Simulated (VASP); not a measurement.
A run of VASP 6.6.1:

Contents of INCAR:

```
ALGO = Normal
EDIFF = 1E-8
ENCUT = 520
GGA = PE
ISIF = 2
ISMEAR = -1
LASPH = T
LCHARG = F
LEFG = T
LREAL = F
LWAVE = F
NBANDS = 27
NELM = 60
PREC = Accurate
SIGMA = 0.02
```

File KPOINTS:

```
k-points
0
Gamma
  7 7 6
```

The input POSCAR:

```
InSe
1.0
    5.9829888098     -2.0953043501      0.0000000000
    5.9829888098      2.0953043501      0.0000000000
   -1.6307847522      0.0000000000      4.4084555117
In Se
2 2
Direct
    0.8840000000      0.8840000000      0.0050000000
    0.1160000000      0.1160000000      0.9950000000
    0.6600000000      0.6600000000      0.6420000000
    0.3400000000      0.3400000000      0.3580000000
```

Potentials or basis: VASP PAW PBE potentials, release 64 (In_d, Se).

Command:

```sh
$ cat potpaw_PBE.64/In_d/POTCAR potpaw_PBE.64/Se/POTCAR > POTCAR
$ mpirun -np 1 vasp_std > vasp.out
```

Hardware: 1 thread of Oxide Virtual Turin-like Processor, on a shared host.

Problem. How long does it take, and how much memory?

Solution. Run time: 9.4 min on 1 thread of Oxide Virtual Turin-like Processor, on a shared host, peak memory 0.38 GiB. Counts: scf iterations 16, k points 88.
